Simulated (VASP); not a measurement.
Write the native input for VASP 6.6.1 that does the following.

```yaml
Task: relaxation of cell and atoms
Functional: PBE
Potentials_or_basis: VASP PAW PBE potentials, release 64 (Be, Sb, P)
Cutoff: 600 eV
k_mesh: 4 × 4 × 4
Occupations: gaussian, width 0.1 eV
Spin: no spin polarisation
Dipole_correction: no
Further_INCAR_settings: ALGO = Normal; EDIFF = 1e-07; IBRION = 2; EDIFFG = -0.04; NSW = 90; ISIF = 3
```

The structure of Be2SbP3 lies in POSCAR:

```
Be2SbP3
1.0
    4.1404946300      0.0000000000      0.0000000000
    0.0000000000      4.1404946300      0.0000000000
    0.0000000000      0.0000000000      3.9088693400
Be Sb P
2 1 3
Direct
    0.0000000000      0.5000000000      0.0000000000
    0.5000000000      0.0000000000      0.0000000000
    0.5000000000      0.5000000000      0.5000000000
    0.0000000000      0.5000000000      0.5000000000
    0.5000000000      0.0000000000      0.5000000000
    0.5000000000      0.5000000000      0.0000000000
```

The cell was generated, and may not be a known phase.

One way to write it, as run:

INCAR

```
SYSTEM = Be2SbP3
  ALGO = Normal
  EDIFF = 1E-7
  EDIFFG = -0.04
  ENCUT = 600
  GGA = PE
  IBRION = 2
  ISIF = 3
  ISMEAR = 0
  LASPH = .True.
  LCHARG = .False.
  LREAL = .False.
  LWAVE = .False.
  NELM = 80
  NSW = 90
  PREC = Accurate
  SIGMA = 0.1
```

KPOINTS

```
k-points
0
Gamma
  4 4 4
  0 0 0
```

Potentials or basis: VASP PAW PBE potentials, release 64 (Be, Sb, P).

Command:

```bash
$ cat potpaw_PBE.64/Be/POTCAR potpaw_PBE.64/Sb/POTCAR potpaw_PBE.64/P/POTCAR > POTCAR
$ mpirun -np 1 vasp_std > vasp.out
```

Results of the run:

The relaxed volume is 21.02 Å³/atom, the relaxed cell is a = 5.116 Å, b = 5.116 Å, c = 4.819 Å, α = 90.00°, β = 90.00°, γ = 90.00° and the space group after relaxing (to 0.1 Å) is P4/mmm (No. 123). The energy gained by relaxing is 2938.8 meV/atom. The ionic steps are 10 and the pressure after relaxing is -0.1 GPa. The band gap on the k mesh is zero (bands 12 and 13 overlap by 1.48 eV).

Caveat: the k points lie up to 0.33 Å⁻¹ apart in the final cell, too coarse for converged energies and pressures of a metal; the volume moved by over 15 % at a fixed basis, so the end points are rough; spin-orbit coupling is left out, which moves the levels of the heavy elements.

It took 4.8 min on 1 thread of Oxide Virtual Turin-like Processor, on a shared host, peak memory 0.18 GiB.
